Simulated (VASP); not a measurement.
**SiC5: single point with PBE**

SiC5:

```
CELL_PARAMETERS angstrom
4.64870 0.00000 0.00000
-2.32435 4.02589 0.00000
0.00000 0.00000 7.30897
ATOMIC_POSITIONS crystal
Si 0.00000 0.00000 0.75000
Si 0.00000 0.00000 0.25000
C 0.61971 0.00000 0.75000
C 0.33333 0.66667 0.75000
C 0.66667 0.33333 0.75000
C 0.00000 0.61971 0.75000
C 0.38029 0.38029 0.75000
C 0.61971 0.61971 0.25000
C 0.66667 0.33333 0.25000
C 0.33333 0.66667 0.25000
C 0.00000 0.38029 0.25000
C 0.38029 0.00000 0.25000
```

This cell differs from its parent crystal: volume scaled by 0.97, then relaxed in part.

| Item | Value |
| --- | --- |
| Program | VASP 6.6.1 |
| Task | single point |
| Functional | PBE |
| Potentials or basis | VASP PAW PBE potentials, release 64 (Si, C) |
| Cutoff | 520 eV |
| k mesh | 12 × 12 × 4 |
| Occupations | gaussian, width 0.1 eV |
| Spin | no spin polarisation |

```
Pressure               : 0.5 GPa
Largest force          : 0.025 eV/Å
Band gap on the k mesh : zero (band 24 reaches 4.15 eV, above the bottom of band 25 at 4.09 eV)
```

Forces on the atoms (eV/Å):
```
Si   0.000  0.000  0.000
Si   0.000  0.000  0.000
C    0.025  0.000  0.000
C    0.000  0.000  0.000
C    0.000  0.000  0.000
C   -0.012  0.022  0.000
C   -0.012 -0.022  0.000
C    0.012  0.022  0.000
C    0.000  0.000  0.000
C    0.000  0.000  0.000
C    0.012 -0.022  0.000
C   -0.025  0.000  0.000
```

Stress tensor (GPa, compression positive):
```
0.63 0.00 0.00
0.00 0.63 0.00
0.00 0.00 0.20
```

Levels at points of the mesh, in eV from the Fermi level:
| k point | band 22 | band 23 | band 24 | band 25 | band 26 | band 27 |
| --- | --- | --- | --- | --- | --- | --- |
| (0.00, 0.00, 0.00) | -0.14 | -0.14 | 0.03 | 0.03 | 0.20 | 0.74 |
| (0.50, 0.00, 0.00) | -3.21 | -1.78 | -1.14 | 1.80 | 2.13 | 3.31 |
| (0.00, 0.00, 0.50) | -0.27 | -0.03 | -0.03 | -0.03 | -0.03 | 1.56 |
| (0.50, 0.00, 0.50) | -3.26 | -1.38 | -1.38 | 1.57 | 1.57 | 4.49 |

Run time: 4.7 min on 1 thread of Intel Xeon 6975P-C, on a shared host, peak memory 0.37 GiB.
